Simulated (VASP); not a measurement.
# LaNb2N3 (Cmmm) in VASP: single point with PBE

Aim: the single point of LaNb2N3 with PBE.

Everything below comes from runs of VASP 6.6.1. Logs are shortened: lines on timing, memory, paths and dates and some standing lists are left out, and cuts for length are marked.

## 1. The cell of the first run

Symmetry: Cmmm, No. 65, orthorhombic system. Conventional cell: a = 5.504 Å, b = 10.427 Å, c = 3.195 Å, α = 90.00°, β = 90.00°, γ = 90.00°. Within 3.4 Å of La (site symmetry mmm) lie 6 N at 2.49 to 3.18 Å and 2 La at 3.19 Å and 8 Nb at 3.35 Å. Nb (site symmetry 2/m) has 4 N at 2.11 Å and 2 Nb at 2.75 Å within 2.8 Å. Within 2.8 Å of N (site symmetry m2m) lie 4 Nb at 2.11 Å and 1 La at 2.49 Å and 2 N at 2.76 Å. Within 4.1 Å of N (site symmetry mmm) lie 4 Nb at 2.95 Å and 14 N at 3.16 to 4.04 Å and 4 La at 3.18 Å.

## 2. Single point, PBE

Contents of INCAR:

```
PREC = Accurate ; ENCUT = 520
EDIFF = 1E-7 ; ISMEAR = 0
SIGMA = 0.1 ; LREAL = False
LASPH = True ; NELM = 100
ALGO = Normal ; ISIF = 2
LWAVE = False ; LCHARG = True
GGA = PE ; LELF = True
LVHAR = True ; NBANDS = 35
```

Contents of KPOINTS:

```
regular mesh
0
Gamma
  8 8 12
```

Contents of POSCAR:

```
LaNb2N3
1.0
    2.7517662984     -5.2135154070      0.0000000000
    2.7517662984      5.2135154070      0.0000000000
    0.0000000000      0.0000000000      3.1948830883
La Nb N
1 2 3
Direct
    0.0000000000      0.0000000000      0.0000000000
    0.5000000000      0.0000000000      0.5000000000
    0.0000000000      0.5000000000      0.5000000000
    0.7609508707      0.2390491293      0.0000000000
    0.2390491293      0.7609508707      0.0000000000
    0.5000000000      0.5000000000      0.5000000000
```

Potentials or basis: VASP PAW PBE potentials, release 64 (La, Nb_sv, N).

On the command line:

```console
cat potpaw_PBE.64/La/POTCAR potpaw_PBE.64/Nb_sv/POTCAR potpaw_PBE.64/N/POTCAR > POTCAR
mpirun -np 1 vasp_std > vasp.out
```

OUTCAR:

```text
PREC = Accurate
   ENCUT = 520
   EDIFF = 1E-7
   ISMEAR = 0
   LREAL = False
   LASPH = True
   NELM = 100
   ISIF = 2
   GGA = PE

 ion  position               nearest neighbor table
   1  0.000  0.000  0.000-   4 2.49   5 2.49   2 3.35   3 3.35   2 3.35   3 3.35   3 3.35   3 3.35
                             2 3.35   2 3.35
   2  0.500  0.000  0.500-   4 2.11   5 2.11   4 2.11   5 2.11   3 2.75   3 2.75   1 3.35   1 3.35
                             1 3.35   1 3.35
   3  0.000  0.500  0.500-   4 2.11   5 2.11   4 2.11   5 2.11   2 2.75   2 2.75   1 3.35   1 3.35
                             1 3.35   1 3.35
   4  0.761  0.239  0.000-   2 2.11   3 2.11   2 2.11   3 2.11   1 2.49
   5  0.239  0.761  0.000-   2 2.11   3 2.11   2 2.11   3 2.11   1 2.49
   6  0.500  0.500  0.500-

  LATTYP: Found a base centered orthorhombic cell.
 ALAT       =     5.5035325968
 B/A-ratio  =     1.8946068967
 C/A-ratio  =     0.5805149751

  Lattice vectors:

 A1 = (   2.7517662984,  -5.2135154070,   0.0000000000)
 A2 = (   2.7517662984,   5.2135154070,   0.0000000000)
 A3 = (   0.0000000000,   0.0000000000,   3.1948830883)

Analysis of symmetry for initial positions (statically):
=====================================================================
 Subroutine PRICEL returns:
 Original cell was already a primitive cell.

 Routine SETGRP: Setting up the symmetry group for a
 base centered orthorhombic supercell.

 Subroutine GETGRP returns: Found  8 space group operations
 (whereof  8 operations were pure point group operations)
 out of a pool of  8 trial point group operations.

The static configuration has the point symmetry D_2h.

Analysis of symmetry for dynamics (positions and initial velocities):
=====================================================================
 Subroutine PRICEL returns:
 Original cell was already a primitive cell.

 Routine SETGRP: Setting up the symmetry group for a
 base centered orthorhombic supercell.

 Subroutine GETGRP returns: Found  8 space group operations
 (whereof  8 operations were pure point group operations)
 out of a pool of  8 trial point group operations.

The dynamic configuration has the point symmetry D_2h.

 Subroutine INISYM returns: Found  8 space group operations
 (whereof  8 operations are pure point group operations),
 and found     1 'primitive' translations

----------------------------------------------------------------------------------------

                                     Primitive cell

  volume of cell :      91.6700

  direct lattice vectors                    reciprocal lattice vectors
     2.751766298 -5.213515407  0.000000000     0.181701477 -0.095904579  0.000000000
     2.751766298  5.213515407  0.000000000     0.181701477  0.095904579  0.000000000
     0.000000000  0.000000000  3.194883088     0.000000000  0.000000000  0.313000499

  length of vectors
     5.895164176  5.895164176  3.194883088     0.205458305  0.205458305  0.313000499

  position of ions in fractional coordinates (direct lattice)
     0.000000000  0.000000000  0.000000000
     0.500000000  1.000000000  0.500000000
     1.000000000  0.500000000  0.500000000
     0.760950871  0.239049129  0.000000000
     0.239049129  0.760950871  0.000000000
     0.500000000  0.500000000  0.500000000

  ion indices of the primitive-cell ions
   primitive index   ion index
                 1           1
                 2           2
                 3           3
                 4           4
                 5           5
                 6           6

----------------------------------------------------------------------------------------

 KPOINTS: regular mesh

Automatic generation of k-mesh.
 Grid dimensions read from file:
 generate k-points for:    8    8   12

 Generating k-lattice:

  Cartesian coordinates                     Fractional coordinates (reciprocal lattice)
     0.022712685 -0.011988072  0.000000000     0.125000000 -0.000000000  0.000000000
     0.022712685  0.011988072  0.000000000    -0.000000000  0.125000000  0.000000000
     0.000000000  0.000000000  0.026083375     0.000000000  0.000000000  0.083333333

  Length of vectors
     0.025682288  0.025682288  0.026083375

  Shift w.r.t. Gamma in fractional coordinates (k-lattice)
     0.000000000  0.000000000  0.000000000

 Subroutine IBZKPT returns following result:
 ===========================================

 Found    147 irreducible k-points:

 Following reciprocal coordinates:
            Coordinates               Weight
  0.000000  0.000000  0.000000      1.000000
  0.125000  0.000000  0.000000      4.000000
  0.250000  0.000000  0.000000      4.000000
  0.375000  0.000000  0.000000      4.000000
  0.500000  0.000000  0.000000      2.000000
  0.125000  0.125000  0.000000      2.000000
[... 16 lines left out ...]
  0.125000  0.000000  0.083333      8.000000
  0.250000  0.000000  0.083333      8.000000
 [... further k-points ...]
   k-points           NKPTS =    147   k-points in BZ     NKDIM =    147   number of bands    NBANDS=     35
   number of dos      NEDOS =    301   number of ions     NIONS =      6
   total plane-waves  NPLWV =  55296
   dimension x,y,z NGX =    48 NGY =   48 NGZ =   24
   dimension x,y,z NGXF=    96 NGYF=   96 NGZF=   48
   ions per type =               1   2   3
   NGX,Y,Z   is equivalent  to a cutoff of  13.54, 13.54, 12.49 a.u.
   NGXF,Y,Z  is equivalent  to a cutoff of  27.07, 27.07, 24.98 a.u.
 SYSTEM =  unknown system
   PREC   = accura    normal or accurate (medium, high low for compatibility)
   ISTART =      0    job   : 0-new  1-cont  2-samecut
   ICHARG =      2    charge: 1-file 2-atom 10-const
   ISPIN  =      1    spin polarized calculation?
   LNONCOLLINEAR =      F non collinear calculations
   LSORBIT =      F    spin-orbit coupling
   LASPH  =      T    aspherical Exc in radial PAW
   ENCUT  =  520.0 eV  38.22 Ry    6.18 a.u.  10.96 10.96  5.94*2*pi/ulx,y,z
   NELM   =    100;   NELMIN=  2; NELMDL= -5     # of ELM steps
   EDIFF  = 0.1E-06   stopping-criterion for ELM
   LREAL  =      F    real-space projection
   EDIFFG = 0.1E-05   stopping-criterion for IOM
   NSW    =      0    number of steps for IOM
   IBRION =     -1    ionic relax: 0-MD 1-quasi-New 2-CG
   NFREE  =      0    steps in history (QN), initial steepest desc. (CG)
   ISIF   =      2    stress and relaxation
   ISYM   =      2    0-nonsym 1-usesym 2-fastsym
   POTIM  = 0.5000    time-step for ionic-motion
   TEBEG  =    0.0;   TEEND  =   0.0 temperature during run
   PSTRESS=    0.0 pullay stress
   NELECT =      52.0000    total number of electrons
   NUPDOWN=      -1.0000    fix difference up-down
   EMIN   =  10.00;   EMAX   =-10.00  energy-range for DOS
   EFERMI =   0.00;   METHOD = LEGACY
   ISMEAR =     0;   SIGMA  =   0.10  broadening in eV -4-tet -1-fermi 0-gaus
   EFERMI_NEDOS =   21; number of points for ismear=-14 and -15
   IALGO  =     38    algorithm
   IMIX   =      4    mixing-type and parameters
     AMIX     =   0.40;   BMIX     =  1.00
     AMIX_MAG =   1.60;   BMIX_MAG =  1.00
  volume/ion in A,a.u.               =      15.28       103.10
  Fermi-wavevector in a.u.,A,eV,Ry     =   1.355190  2.560938 24.987647  1.836540
  Thomas-Fermi vector in A             =   2.482299
   LORBIT       =      0    0 simple, 1 ext, 2 COOP (PROOUT), +10 PAW based schemes
   GGA     = PE    functional components
   LHFCALC =     F    Hartree Fock is set to
   AEXX    =    0.0000 exact exchange contribution
   IVDW    =     0    specifies the selected vdW correction
   LEPSILON=     F    determine dielectric tensor
   LRPA    =     F    only Hartree local field effects (RPA)
 non-spin polarized calculation
 Gauss-broadening in eV      SIGMA  =   0.10
  energy-cutoff  :      520.00
  volume of cell :       91.67
 maximum number of plane-waves:      2498
 NGX is ok and might be reduce to    48
   NGX = 21   NGY = 21   NGZ = 11

 number of electron      51.9999997 magnetization

 Free energy of the ion-electron system (eV)
  ---------------------------------------------------
  ext. energy  EPLUGINS =         0.00000000
  ---------------------------------------------------
  free energy    TOTEN  =       -51.16549899 eV

  energy without entropy =      -51.14259711  energy(sigma->0) =      -51.15404805

 E-fermi :   8.9315     XC(G=0): -11.3454

 val. band max:        8.9314779205   @ k =   0.3750   0.3750   0.0000
 cond. band min:       8.9330357314   @ k =   0.2500   0.2500   0.0833
 fundamental gap:      0.0015578109
 Fermi energy:         8.9315246979

 k-point     1 :       0.0000    0.0000    0.0000
  band No.  band energies     occupation
      1     -46.7706      2.00000
      2     -46.5990      2.00000
      3     -23.6624      2.00000
      4     -23.2954      2.00000
      5     -22.7976      2.00000
      6     -22.7554      2.00000
[... 27 lines left out ...]
     34      11.4254      0.00000
     35      11.7797      0.00000

 k-point     2 :       0.1250    0.0000    0.0000
  band No.  band energies     occupation
      1     -46.7642      2.00000
      2     -46.6057      2.00000
      3     -23.6152      2.00000
      4     -23.3001      2.00000
      5     -22.7872      2.00000
      6     -22.7471      2.00000
[... 27 lines left out ...]
     34      11.5144      0.00000
     35      11.5599      0.00000

 k-point     3 :       0.2500    0.0000    0.0000
  band No.  band energies     occupation
      1     -46.7459      2.00000
      2     -46.6246      2.00000
      3     -23.4871      2.00000
      4     -23.3021      2.00000
      5     -22.7615      2.00000
      6     -22.7236      2.00000
[... 27 lines left out ...]
     34      11.6140      0.00000
     35      11.9348      0.00000

 k-point     4 :       0.3750    0.0000    0.0000
  band No.  band energies     occupation
      1     -46.7184      2.00000
      2     -46.6528      2.00000
      3     -23.3810      2.00000
      4     -23.2068      2.00000
      5     -22.7357      2.00000
      6     -22.6901      2.00000
[... 27 lines left out ...]
     34      11.6103      0.00000
     35      11.8088      0.00000

 k-point     5 :       0.5000    0.0000    0.0000
  band No.  band energies     occupation
      1     -46.6857      2.00000
      2     -46.6857      2.00000
      3     -23.3706      2.00000
      4     -22.9798      2.00000
      5     -22.9452      2.00000
      6     -22.7158      2.00000
[... 638 lines left out ...]
 k-point    22 :       0.0000    0.0000    0.0833
  band No.  band energies     occupation
      1     -46.7682      2.00000
      2     -46.5968      2.00000
      3     -23.6538      2.00000
      4     -23.2771      2.00000
      5     -22.7943      2.00000
      6     -22.7882      2.00000
[... 27 lines left out ...]
     34      11.4524      0.00000
     35      11.5316      0.00000

 k-point    23 :       0.1250    0.0000    0.0833
  band No.  band energies     occupation
      1     -46.7618      2.00000
      2     -46.6035      2.00000
      3     -23.6065      2.00000
      4     -23.2814      2.00000
      5     -22.7869      2.00000
      6     -22.7774      2.00000
[... 27 lines left out ...]
     34      11.5103      0.00000
     35      11.7934      0.00000

 k-point    24 :       0.2500    0.0000    0.0833
  band No.  band energies     occupation
      1     -46.7435      2.00000
      2     -46.6224      2.00000
      3     -23.4769      2.00000
      4     -23.2838      2.00000
      5     -22.7645      2.00000
      6     -22.7517      2.00000
[... 27 lines left out ...]
     34      11.6314      0.00000
     35      11.9198      0.00000

 [... further k-points ...]

------------------------ aborting loop because EDIFF is reached ----------------------------------------

  FORCE on cell =-STRESS in cart. coord.  units (eV):
  Direction    XX          YY          ZZ          XY          YZ          ZX
  --------------------------------------------------------------------------------------
  -------------------------------------------------------------------------------------
  Total       -0.1739804     -0.1354089     -0.2044894     -0.0000000      0.0000000      0.0000000
  in kB       -3.0407710     -2.3666316     -3.5739965     -0.0000000      0.0000000      0.0000000
  external PRESSURE =      -2.9937997 kB  Pullay stress =       0.0000000 kB

 VOLUME and BASIS-vectors are now :
 -----------------------------------------------------------------------------
  energy-cutoff  :      520.00
  volume of cell :       91.67
      direct lattice vectors                 reciprocal lattice vectors
     2.751766298 -5.213515407  0.000000000     0.181701477 -0.095904579  0.000000000
     2.751766298  5.213515407  0.000000000     0.181701477  0.095904579  0.000000000
     0.000000000  0.000000000  3.194883088     0.000000000  0.000000000  0.313000499

 POSITION                                       TOTAL-FORCE (eV/Angst)
 -----------------------------------------------------------------------------------
      0.00000      0.00000      0.00000        -0.000000      0.000000      0.000000
      1.37588     -2.60676      1.59744         0.000000      0.000000      0.000000
      1.37588      2.60676      1.59744        -0.000000      0.000000      0.000000
      2.75177     -2.72094      0.00000        -0.000000     -0.002963      0.000000
      2.75177      2.72094      0.00000        -0.000000      0.002963     -0.000000
      2.75177      0.00000      1.59744        -0.000000     -0.000000      0.000000
 -----------------------------------------------------------------------------------
    total drift:                                0.000000      0.000000     -0.000000

  FREE ENERGIE OF THE ION-ELECTRON SYSTEM (eV)
  ---------------------------------------------------
  free  energy   TOTEN  =       -51.1654989927 eV

  energy  without entropy=      -51.1425971128  energy(sigma->0) =      -51.15404805
```

Run time: 21 min. Hardware: 1 thread of Intel Xeon 8259CL, shared host; peak memory 0.59 GiB.

Results:

```yaml
Free_energy: -51.1655 eV
Pressure: -0.3 GPa
Band_gap_on_the_k_mesh: zero (bands 26 and 27 overlap by 0.48 eV)
```

Forces on the atoms (eV/Å):
```
La   0.000  0.000  0.000
Nb   0.000  0.000  0.000
Nb   0.000  0.000  0.000
N    0.000 -0.003  0.000
N    0.000  0.003  0.000
N    0.000  0.000  0.000
```

Caveat: spin-orbit coupling is left out, which moves the levels of the heavy elements.
